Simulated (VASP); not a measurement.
# CuSi16 (a cell with a defect) in VASP: single point with PBE

Aim: the single point of CuSi16 (a cell with a defect) with PBE.

All numbers are computed with VASP 6.6.1; they aren't measurements. Logs are shortened: lines on timing, memory, paths and dates and some standing lists are left out, and cuts for length are marked.

## (1) The cell of the first run

The cell holds a defect, 17 atoms: a = 7.679 Å, b = 7.679 Å, c = 7.679 Å, α = 60.00°, β = 60.00°, γ = 60.00°.

## (2) Single point, PBE, collinear spin, zero start

INCAR reads:

```
PREC     = Accurate       # precision mode
ENCUT    = 520            # plane-wave cutoff, eV
EDIFF    = 1E-7           # SCF threshold, eV
ISMEAR   = -1             # smearing method
SIGMA    = 0.02           # smearing width, eV
LREAL    = Auto         
LASPH    = T              # aspherical terms in the spheres
NELM     = 150            # most SCF steps
ALGO     = Normal         # electronic algorithm
ISIF     = 2              # what is computed and relaxed
LWAVE    = F              # write WAVECAR
LCHARG   = F              # write CHGCAR
ISPIN    = 2              # spin polarisation
MAGMOM   = 0 0 0 0 0 0 0 0 0 0 0 0 0 0 0 0 0 # initial moments
LORBIT   = 11             # projections on sites
LMAXMIX  = 4              # l up to which the mixer works
GGA      = PE             # functional
NBANDS   = 56             # bands
```

KPOINTS reads:

```
Automatic mesh
0
Gamma
  2 2 2
```

POSCAR reads:

```
CuSi16
1.0
    0.0000000000      5.4300000000      5.4300000000
    5.4300000000      0.0000000000      5.4300000000
    5.4300000000      5.4300000000      0.0000000000
Si Cu
16 1
Direct
    0.0068939227      0.0060674033     -0.0163292818
    0.1260919890      0.1252741252      0.1174562615
   -0.0096155617     -0.0104245856      0.4907247698
    0.1140689687      0.1132623389      0.6144091160
    0.0089934622      0.4982323204     -0.0006061694
    0.1430376611      0.6173264273      0.1185023020
    0.0068735727      0.4825319521      0.5072214549
    0.1260877532      0.6163046961      0.6264312155
    0.4990468692      0.0081814917     -0.0006098527
    0.6181398711      0.1422339779      0.1184868324
    0.4833329650      0.0060609576      0.5072355433
    0.6171152855      0.1252725599      0.6264338858
    0.5117794659      0.5109700737      0.0121175875
    0.6355189687      0.6347086556      0.1358583794
    0.4990517495      0.4982333333      0.5093335175
    0.6181612339      0.6173323204      0.6433735727
    0.8104577348      0.8096862799      0.3107816759
```

Potentials or basis: VASP PAW PBE potentials, release 64 (Si, Cu).

Launch:

```bash
cat potpaw_PBE.64/Si/POTCAR potpaw_PBE.64/Cu/POTCAR > POTCAR
mpirun -np 1 vasp_std > vasp.out
```

OUTCAR:

```text
PREC = Accurate
   ENCUT = 520
   EDIFF = 1E-7
   ISMEAR = -1
   LREAL = Auto
   LASPH = T
   NELM = 150
   ISIF = 2
   ISPIN = 2
   LORBIT = 11
   GGA = PE

 ion  position               nearest neighbor table
   1  0.007  0.006  0.984-   4 2.32   2 2.33  17 2.36   6 2.44  10 2.44
   2  0.126  0.125  0.117-   1 2.33   9 2.34   5 2.34   3 2.35
   3  0.990  0.990  0.491-   4 2.33   2 2.35  12 2.35   8 2.35
   4  0.114  0.113  0.614-   1 2.32  11 2.32   7 2.32   3 2.33
   5  0.009  0.498  0.999-   6 2.33   2 2.34   8 2.34  14 2.35
   6  0.143  0.617  0.119-  13 2.32   5 2.33  17 2.35   7 2.44   1 2.44
   7  0.007  0.483  0.507-   4 2.32   8 2.33  17 2.36  16 2.44   6 2.44
   8  0.126  0.616  0.626-   7 2.33   5 2.34  15 2.34   3 2.35
   9  0.499  0.008  0.999-  10 2.33   2 2.34  12 2.34  14 2.35
  10  0.618  0.142  0.118-  13 2.32   9 2.33  17 2.35  11 2.44   1 2.44
  11  0.483  0.006  0.507-   4 2.32  12 2.33  17 2.36  16 2.44  10 2.44
  12  0.617  0.125  0.626-  11 2.33   9 2.34  15 2.34   3 2.35
  13  0.512  0.511  0.012-  10 2.32   6 2.32  16 2.32  14 2.33
  14  0.636  0.635  0.136-  13 2.33   9 2.35   5 2.35  15 2.35
  15  0.499  0.498  0.509-  16 2.33  12 2.34   8 2.34  14 2.35
  16  0.618  0.617  0.643-  13 2.32  15 2.33  17 2.35   7 2.44  11 2.44
  17  0.810  0.810  0.311-  10 2.35   6 2.35  16 2.35   1 2.36  11 2.36   7 2.36

  LATTYP: Found a face centered cubic cell.
 ALAT       =    10.8600000000

  Lattice vectors:

 A1 = (   0.0000000000,   5.4300000000,   5.4300000000)
 A2 = (   5.4300000000,   0.0000000000,   5.4300000000)
 A3 = (   5.4300000000,   5.4300000000,   0.0000000000)

Analysis of symmetry for initial positions (statically):
=====================================================================
 Subroutine PRICEL returns:
 Original cell was already a primitive cell.

 Routine SETGRP: Setting up the symmetry group for a
 face centered cubic supercell.

 Subroutine GETGRP returns: Found  1 space group operations
 (whereof  1 operations were pure point group operations)
 out of a pool of 48 trial point group operations.

The static configuration has the point symmetry C_1 .

Analysis of symmetry for dynamics (positions and initial velocities):
=====================================================================
 Subroutine PRICEL returns:
 Original cell was already a primitive cell.

 Routine SETGRP: Setting up the symmetry group for a
 face centered cubic supercell.

 Subroutine GETGRP returns: Found  1 space group operations
 (whereof  1 operations were pure point group operations)
 out of a pool of 48 trial point group operations.
[... 172 lines left out ...]
  ext. energy  EPLUGINS =         0.00000000
  ---------------------------------------------------
  free energy    TOTEN  =       -87.48313854 eV

  energy without entropy =      -87.47432287  energy(sigma->0) =      -87.47873071

 E-fermi :   6.9205     XC(G=0):  -9.6838

 val. band max:        6.8943304419   @ k =   0.0000   0.0000   0.0000
 cond. band min:       6.9270117398   @ k =   0.5000   0.5000   0.5000
 fundamental gap:      0.0326812979
 Fermi energy:         6.9204961881

 spin component 1

 k-point     1 :       0.0000    0.0000    0.0000
  band No.  band energies     occupation
      1      -5.9366      1.00000
      2      -3.5986      1.00000
      3      -3.5207      1.00000
      4      -3.5207      1.00000
      5      -3.5181      1.00000
      6      -1.9890      1.00000
[... 405 lines left out ...]
     48      10.3951      0.00000
     49      10.4008      0.00000
 Fermi energy:         6.9204961881

 spin component 2

 k-point     1 :       0.0000    0.0000    0.0000
  band No.  band energies     occupation
      1      -5.9366      1.00000
      2      -3.5986      1.00000
      3      -3.5207      1.00000
      4      -3.5207      1.00000
      5      -3.5181      1.00000
      6      -1.9890      1.00000
[... 405 lines left out ...]
     48      10.3951      0.00000
     49      10.4008      0.00000
 [bands above 49 left out]

------------------------ aborting loop because EDIFF is reached ----------------------------------------

  FORCE on cell =-STRESS in cart. coord.  units (eV):
  Direction    XX          YY          ZZ          XY          YZ          ZX
  --------------------------------------------------------------------------------------
  -------------------------------------------------------------------------------------
  Total        8.7001684      8.6993537      8.7029829      0.4253636      0.4264270      0.4252852
  in kB       43.5320135     43.5279370     43.5460964      2.1283419      2.1336631      2.1279496
  external PRESSURE =      43.5353490 kB  Pullay stress =       0.0000000 kB

 VOLUME and BASIS-vectors are now :
 -----------------------------------------------------------------------------
  energy-cutoff  :      520.00
  volume of cell :      320.21
      direct lattice vectors                 reciprocal lattice vectors
     0.000000000  5.430000000  5.430000000    -0.092081031  0.092081031  0.092081031
     5.430000000  0.000000000  5.430000000     0.092081031 -0.092081031  0.092081031
     5.430000000  5.430000000  0.000000000     0.092081031  0.092081031 -0.092081031

 POSITION                                       TOTAL-FORCE (eV/Angst)
 -----------------------------------------------------------------------------------
      5.37428      5.37877      0.07038         0.002377      0.002503      0.013268
      1.31803      1.32247      1.36492         0.002367      0.002878      0.000606
      8.03803      8.04242     10.75118         0.005036      0.005279      0.004451
      3.95126      3.95564      1.23441        -0.011872     -0.011557     -0.011601
      8.13211      5.47554      2.75424        -0.001167     -0.002581     -0.001242
      3.99555      1.42016      4.12878        -0.011366     -0.002020     -0.001148
[... 9 lines left out ...]
      6.84563      6.85013      6.70873        -0.001391     -0.001981     -0.011813
      6.08414      6.08833      8.79738        -0.002207     -0.000886     -0.002294
 -----------------------------------------------------------------------------------
    total drift:                               -0.003000     -0.003113     -0.006630

  FREE ENERGIE OF THE ION-ELECTRON SYSTEM (eV)
  ---------------------------------------------------
  free  energy   TOTEN  =       -87.4831385401 eV

  energy  without entropy=      -87.4743228716  energy(sigma->0) =      -87.47873071

 total charge

# of ion       s       p       d       tot
------------------------------------------
    1        0.737   0.950   0.000   1.687
    2        0.742   0.957   0.000   1.699
    3        0.740   0.957   0.000   1.698
    4        0.752   0.946   0.000   1.697
    5        0.743   0.956   0.000   1.699
    6        0.737   0.951   0.000   1.688
[... 9 lines left out ...]
   16        0.737   0.951   0.000   1.688
   17        0.507   0.466   9.212  10.186
--------------------------------------------------
tot         12.369  15.715   9.212  37.296

 magnetization (x)

# of ion       s       p       d       tot
------------------------------------------
    1       -0.000  -0.000   0.000  -0.000
    2        0.000   0.000   0.000   0.000
    3        0.000  -0.000   0.000   0.000
    4       -0.000  -0.000   0.000  -0.000
    5       -0.000   0.000   0.000   0.000
    6       -0.000  -0.000   0.000  -0.000
[... 9 lines left out ...]
   16        0.000  -0.000   0.000  -0.000
   17       -0.000   0.000  -0.000  -0.000
--------------------------------------------------
tot         -0.000  -0.000  -0.000  -0.000
```

OSZICAR:

```text
N       E                     dE             d eps       ncg     rms          rms(c)
DAV:   1     0.327300087798E+03    0.32730E+03   -0.27568E+04  1792   0.115E+03
DAV:   2    -0.520631861681E+02   -0.37936E+03   -0.34955E+03  1920   0.229E+02
DAV:   3    -0.896141720307E+02   -0.37551E+02   -0.35598E+02  2368   0.748E+01
[... 14 lines left out ...]
DAV:  18    -0.874831394769E+02   -0.42497E-06   -0.55529E-06  2784   0.154E-02    0.124E-02
DAV:  19    -0.874831384676E+02    0.10093E-05   -0.37640E-06  2576   0.338E-02    0.881E-03
DAV:  20    -0.874831381531E+02    0.31451E-06   -0.25911E-06  2816   0.207E-02    0.374E-03
DAV:  21    -0.874831384293E+02   -0.27620E-06   -0.48150E-07  2456   0.342E-03    0.131E-03
DAV:  22    -0.874831385392E+02   -0.10991E-06   -0.47421E-08  1280   0.352E-03    0.106E-03
DAV:  23    -0.874831385401E+02   -0.89767E-09   -0.30066E-08  1256   0.258E-03
   1 F= -.87483139E+02 E0= -.87478731E+02  d E =-.881567E-02  mag=    -0.0000
```

It took 19 min on 1 thread of Intel Xeon 8259CL, shared host; peak memory 0.73 GiB.

Results:

```yaml
Free_energy: -87.4831 eV
Pressure: 4.4 GPa
Largest_force: 0.020 eV/Å
Net_moment: 0.00 μB per cell
Valence_electrons_inside_the_program's_atomic_spheres: Si 1.69, 1.70 (each value once); Cu 10.19
```

Forces in eV/Å, atoms in the order of the input:
```
Si   0.002  0.003  0.013
Si   0.002  0.003  0.001
Si   0.005  0.005  0.004
Si  -0.012 -0.012 -0.012
Si  -0.001 -0.003 -0.001
Si  -0.011 -0.002 -0.001
Si   0.002  0.015  0.002
Si   0.002  0.000  0.001
Si  -0.002 -0.002 -0.001
Si  -0.002 -0.011 -0.002
Si   0.013  0.003  0.002
Si   0.001  0.002  0.002
Si   0.011  0.010  0.012
Si  -0.005 -0.006 -0.005
Si  -0.002 -0.003 -0.002
Si  -0.001 -0.002 -0.012
Cu  -0.002 -0.001 -0.002
```

Stress tensor (GPa, compression positive):
```
4.35 0.21 0.21
0.21 4.35 0.21
0.21 0.21 4.35
```

Caveat: the k points lie up to 0.50 Å⁻¹ apart; no moment was typed at the start, so none could form.
